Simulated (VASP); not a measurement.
# BN (Fmm2) in VASP: a series of runs, part 2 of 2

VASP 6.6.1. The steps go on from the part before.

## Step 4: Single point, PBE (volume scaled by 0.94)

Input file INCAR:

```
SYSTEM = BN
PREC     = Accurate       ! precision mode
ENCUT    = 520            ! plane-wave cutoff, eV
EDIFF    = 1E-6           ! SCF threshold, eV
ISMEAR   = -1             ! smearing method
SIGMA    = 0.05           ! smearing width, eV
LREAL    = .FALSE.        ! projectors in reciprocal space
LASPH    = .TRUE.         ! aspherical terms in the spheres
NELM     = 60             ! most SCF steps
ALGO     = Normal         ! electronic algorithm
ISIF     = 2              ! what is computed and relaxed
LWAVE    = .FALSE.        ! write WAVECAR
LCHARG   = .TRUE.         ! write CHGCAR
GGA      = PE             ! functional
LELF     = .TRUE.         ! ELF
LVHAR    = .TRUE.       
NBANDS   = 11             ! bands
```

Input file KPOINTS:

```
Automatic mesh
0
G
  13 13 13
  0 0 0
```

Input file POSCAR:

```
BN
1.0
    0.0000000000      3.4239628326      2.1218728889
    1.2260814184      0.0000000000      2.1218728889
    1.2260814184      3.4239628326      0.0000000000
N B
1 1
Direct
    0.6666513400      0.6666513400      0.3333486600
    0.0000486500      0.0000486500      0.9999513500
```

Potentials or basis: VASP PAW PBE potentials, release 64 (N, B).

Run with:

```bash
> cat potpaw_PBE.64/N/POTCAR potpaw_PBE.64/B/POTCAR > POTCAR
> mpirun -np 1 vasp_std > vasp.out
```

OUTCAR:

```text
SYSTEM = BN
   PREC = Accurate
   ENCUT = 520
   EDIFF = 1E-6
   ISMEAR = -1
   LREAL = .FALSE.
   LASPH = .TRUE.
   NELM = 60
   ISIF = 2
   GGA = PE

 ion  position               nearest neighbor table
   1  0.667  0.667  0.333-   2 1.41   2 1.42   2 1.42
   2  0.000  0.000  1.000-   1 1.41   1 1.42   1 1.42

  LATTYP: Found a face centered orthorhombic cell.
 ALAT       =     2.4521628368
 B/A-ratio  =     1.7306133647
 C/A-ratio  =     2.7926064136

  Lattice vectors:

 A1 = (  -0.0000000000,   3.4239628326,   2.1218728889)
 A2 = (  -1.2260814184,   3.4239628326,   0.0000000000)
 A3 = (  -1.2260814184,   0.0000000000,   2.1218728889)

Analysis of symmetry for initial positions (statically):
=====================================================================
 Subroutine PRICEL returns:
 Original cell was already a primitive cell.

 Routine SETGRP: Setting up the symmetry group for a
 face centered orthorhombic supercell.

 Subroutine GETGRP returns: Found  4 space group operations
 (whereof  4 operations were pure point group operations)
 out of a pool of  8 trial point group operations.

The static configuration has the point symmetry C_2v.
[... 164 lines left out ...]
 cond. band min:       6.3495904834   @ k =   0.0000   0.4615   0.4615
 fundamental gap:      3.9363438853
 Fermi energy:         3.4661090488

 k-point     1 :       0.0000    0.0000    0.0000
  band No.  band energies     occupation
      1     -15.8526      2.00000
      2      -2.3282      2.00000
      3       1.0620      2.00000
      4       1.0701      2.00000
      5       7.3438      0.00000
      6      14.4389      0.00000
      7      14.5043      0.00000
      8      16.1525      0.00000
      9      18.0308      0.00000
     10      29.0714      0.00000
     11      30.2158      0.00000
[... 309 lines left out ...]
 k-point    24 :       0.4615    0.1538    0.0000
  band No.  band energies     occupation
      1     -12.9199      2.00000
      2      -5.5489      2.00000
      3      -2.7993      2.00000
      4       0.9821      2.00000
      5       8.5133      0.00000
      6      13.0368      0.00000
      7      15.6988      0.00000
      8      18.6573      0.00000
      9      20.7658      0.00000
     10      24.7377      0.00000
     11      26.1717      0.00000

 [... further k-points ...]
[... 5 lines left out ...]
  --------------------------------------------------------------------------------------
  -------------------------------------------------------------------------------------
  Total        3.1457244      0.2369939      3.1481738      0.0000000      0.0000000      0.0000000
  in kB      282.9003848     21.3132674    283.1206684      0.0000000      0.0000000      0.0000000
  external PRESSURE =     195.7781069 kB  Pullay stress =       0.0000000 kB

 VOLUME and BASIS-vectors are now :
 -----------------------------------------------------------------------------
  energy-cutoff  :      520.00
  volume of cell :       17.82
      direct lattice vectors                 reciprocal lattice vectors
     0.000000000  3.423962833  2.121872889    -0.407803260  0.146029623  0.235640882
     1.226081418  0.000000000  2.121872889     0.407803260 -0.146029623  0.235640882
     1.226081418  3.423962833  0.000000000     0.407803260  0.146029623 -0.235640882

 POSITION                                       TOTAL-FORCE (eV/Angst)
 -----------------------------------------------------------------------------------
      1.22608      3.42396      2.82910         0.000000      0.000000     -0.012665
      1.22608      3.42396      0.00021         0.000000      0.000000      0.012665
 -----------------------------------------------------------------------------------
    total drift:                               -0.000005     -0.000018      0.000040

  FREE ENERGIE OF THE ION-ELECTRON SYSTEM (eV)
  ---------------------------------------------------
  free  energy   TOTEN  =       -17.5071842133 eV

  energy  without entropy=      -17.5071842133  energy(sigma->0) =      -17.50718421
```

OSZICAR:

```text
N       E                     dE             d eps       ncg     rms          rms(c)
DAV:   1     0.145813240166E+02    0.14581E+02   -0.46951E+03  7706   0.688E+02
DAV:   2    -0.187582670821E+02   -0.33340E+02   -0.32217E+02  8877   0.166E+02
DAV:   3    -0.195446077269E+02   -0.78634E+00   -0.78526E+00  9255   0.234E+01
DAV:   4    -0.195469639266E+02   -0.23562E-02   -0.23561E-02  8403   0.141E+00
DAV:   5    -0.195469742934E+02   -0.10367E-04   -0.10367E-04  9188   0.831E-02    0.841E+00
DAV:   6    -0.177490552298E+02    0.17979E+01   -0.52821E+00  8563   0.131E+01    0.387E+00
DAV:   7    -0.175496965723E+02    0.19936E+00   -0.32490E-01  8778   0.411E+00    0.233E+00
DAV:   8    -0.175061375424E+02    0.43559E-01   -0.13166E-01  8932   0.223E+00    0.288E-01
DAV:   9    -0.175066726988E+02   -0.53516E-03   -0.29006E-03  8346   0.447E-01    0.152E-01
DAV:  10    -0.175071523284E+02   -0.47963E-03   -0.58560E-04  8580   0.174E-01    0.268E-02
DAV:  11    -0.175071843841E+02   -0.32056E-04   -0.61989E-05  8840   0.544E-02    0.229E-02
DAV:  12    -0.175071838529E+02    0.53114E-06   -0.11056E-05  8517   0.222E-02    0.207E-03
DAV:  13    -0.175071842133E+02   -0.36035E-06   -0.42414E-07  5057   0.588E-03
   1 F= -.17507184E+02 E0= -.17507184E+02  d E =-.100435E-10
```

Wall time 58 s (1 thread of Intel Xeon Platinum 8488C (Sapphire Rapids), shared host); peak memory 0.19 GiB.

What came out:

| Item | Value |
| --- | --- |
| Free energy | -17.5072 eV |
| Pressure | 19.6 GPa |
| Largest force | 0.013 eV/Å |
| Band gap on the k mesh | 3.94 eV, indirect (least direct gap 4.80 eV) |

Forces on the atoms (eV/Å):
```
N    0.000  0.000 -0.013
B    0.000  0.000  0.013
```

Stress tensor (GPa, compression positive):
```
28.29  0.00  0.00
 0.00  2.13  0.00
 0.00  0.00 28.31
```

 A k mesh can miss the band edges.

## Step 5: Single point, PBE (volume scaled by 0.96)

Input file INCAR:

```
SYSTEM = BN
  PREC = Accurate
  ENCUT = 520
  EDIFF = 1E-6
  ISMEAR = -1
  SIGMA = 0.05
  LREAL = .False.
  LASPH = .True.
  NELM = 100
  ALGO = Normal
  ISIF = 2
  LWAVE = .False.
  LCHARG = .False.
  GGA = PE
  NBANDS = 11
```

Input file KPOINTS:

```
regular mesh
0
Gamma
  13 13 13
  0 0 0
```

Input file POSCAR:

```
BN
1.0
    0.0000000000      3.4480760414      2.1368161481
    1.2347160791      0.0000000000      2.1368161481
    1.2347160791      3.4480760414      0.0000000000
N B
1 1
Direct
    0.6666513400      0.6666513400      0.3333486600
    0.0000486500      0.0000486500      0.9999513500
```

Run with:

```bash
> cat potpaw_PBE.64/N/POTCAR potpaw_PBE.64/B/POTCAR > POTCAR
> mpirun -np 1 vasp_std > vasp.out
```

It took 74 s on 1 thread of Intel Xeon Platinum 8488C (Sapphire Rapids), shared host; peak memory 0.18 GiB.

It converged, with:

- Free energy: -17.5467 eV
- Pressure: 13.7 GPa
- Largest force: 0.012 eV/Å
- Band gap on the k mesh: 3.92 eV, indirect (least direct gap 4.75 eV)

Forces on the atoms (eV/Å):
```
N    0.000  0.000 -0.012
B    0.000  0.000  0.012
```

Stress tensor (GPa, compression positive):
```
19.49  0.00  0.00
 0.00  1.94  0.00
 0.00  0.00 19.52
```

Levels at points of the mesh, in eV from the valence-band top:
```csv
k point,band 2,band 3,band 4,band 5,band 6,band 7
"(0.00, 0.00, 0.00)",-4.65,-1.37,-1.37,4.91,11.85,11.91
```

## Step 6: Overview

```csv
level,cell,smearing,gap on the mesh (eV),pressure (GPa),largest force (eV/Å)
PBEsol,"a = 4.112, b = 2.502, c = 3.713 Å, angles 80.3, 36.8, 62.9°, 2 atoms",gaussian 0.05 eV,3.79,0.9,0.01
PBE,"a = 4.082, b = 2.495, c = 3.676 Å, angles 80.4, 37.1, 62.6°, 2 atoms",fermi-dirac 0.05 eV,3.86,7.0,0.13
PBE,"a = 4.028, b = 2.451, c = 3.637 Å, angles 80.3, 36.8, 62.9°, 2 atoms",fermi-dirac 0.05 eV,3.94,19.6,0.01
PBE,"a = 4.057, b = 2.468, c = 3.662 Å, angles 80.3, 36.8, 62.9°, 2 atoms",fermi-dirac 0.05 eV,3.92,13.7,0.01
```

Alike in all rows: task single point; potentials or basis VASP PAW PBE potentials, release 64 (N, B); no spin polarisation; k mesh 13 × 13 × 13; cutoff (eV) 520.

Caveats: the PAW data sets were made with another functional, which shifts forces and pressure a little (some runs).

Absolute energies hang on the potentials; compare differences alone.
